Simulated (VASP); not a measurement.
A run of VASP 6.6.1 is set up as follows.

POSCAR

```
Zr
1.0
    3.2441747650      0.0000000000      0.0000000000
   -1.6220873825      2.8095377608      0.0000000000
    0.0000000000      0.0000000000      5.1557501532
Zr
2
Direct
    0.3333333333      0.6666666667      0.2500000000
    0.6666666667      0.3333333333      0.7500000000
```

Contents of INCAR.step1:

```
  ALGO = Normal
  EDIFF = 1E-4
  ENCUT = 520
  GGA = PE
  ISMEAR = -1
  LASPH = T
  LCHARG = F
  LREAL = F
  LWAVE = T
  NBANDS = 19
  NELM = 100
  PREC = Accurate
  SIGMA = 0.05
```

Contents of INCAR.step2:

```
  ALGO = Normal
  EDIFF = 1E-6
  ENCUT = 520
  ISIF = 2
  ISMEAR = -1
  ISTART = 1
  LASPH = T
  LCHARG = T
  LELF = T
  LMIXTAU = T
  LREAL = F
  LVHAR = T
  LWAVE = F
  METAGGA = R2SCAN
  NBANDS = 19
  NELM = 100
  PREC = Accurate
  SIGMA = 0.05
```

File KPOINTS:

```
k-points
0
Gamma
  17 17 9
```

Potentials or basis: VASP PAW PBE potentials, release 64 (Zr_sv).

Launch:

```console
$ cat potpaw_PBE.64/Zr_sv/POTCAR > POTCAR
$ cp INCAR.step1 INCAR
$ mpirun -np 1 vasp_std > vasp.out
$ cp INCAR.step2 INCAR
$ mpirun -np 1 vasp_std > vasp.out
```

(1) What does it give for the pressure?

(2) Predict the band gap on the k mesh.

Answers

(1) 0.0 GPa.

(2) zero (bands 12 and 13 overlap by 1.26 eV).

Caveat: the PAW data sets were made with another functional, which shifts forces and pressure a little.
